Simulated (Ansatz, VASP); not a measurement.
# AlGa3As4: VASP beside Ansatz

```
CELL_PARAMETERS angstrom
5.74134 0.00000 0.00000
0.00000 5.74134 0.00000
0.00000 0.00000 5.74134
ATOMIC_POSITIONS crystal
Al 0.00000 0.00000 0.00000
Ga 0.50000 0.50000 0.00000
Ga 0.50000 0.00000 0.50000
Ga 0.00000 0.50000 0.50000
As 0.75069 0.75069 0.24931
As 0.75069 0.24931 0.75069
As 0.24931 0.75069 0.75069
As 0.24931 0.24931 0.24931
```

Alike in both runs: task electric field gradients; functional PBE; k mesh 6 × 6 × 6; no spin polarisation.

```csv
,VASP,Ansatz
version,VASP 6.6.1,Ansatz 0.2.0
potentials or method,"VASP PAW PBE potentials, release 64 (Al, Ga_d, As), cutoff 520 eV","scalar-relativistic, plane waves, PAW"
occupations,"gaussian, width 0.01 eV",fixed
valence electrons in the cell,62,102
```

VASP gave:

| Quantity | Value |
| --- | --- |
| gap on the k mesh at the Fermi level (eV) | 0.54 |
| least direct gap on the mesh (eV) | 0.54 |
| pressure (GPa) | 0.2 |
| size of Vzz on the site where it differs most (V/Å²) | 43.5 |

Task: Estimate Ansatz's values.

Result: gap on the k mesh at the Fermi level (eV): 0.54; least direct gap on the mesh (eV): 0.54; pressure (GPa): 0.0; size of Vzz on the site where it differs most (V/Å²): 45.2.

VASP's potentials hold 62 valence electrons a cell and Ansatz's 102, so a difference there can come from the potentials and not from the codes.
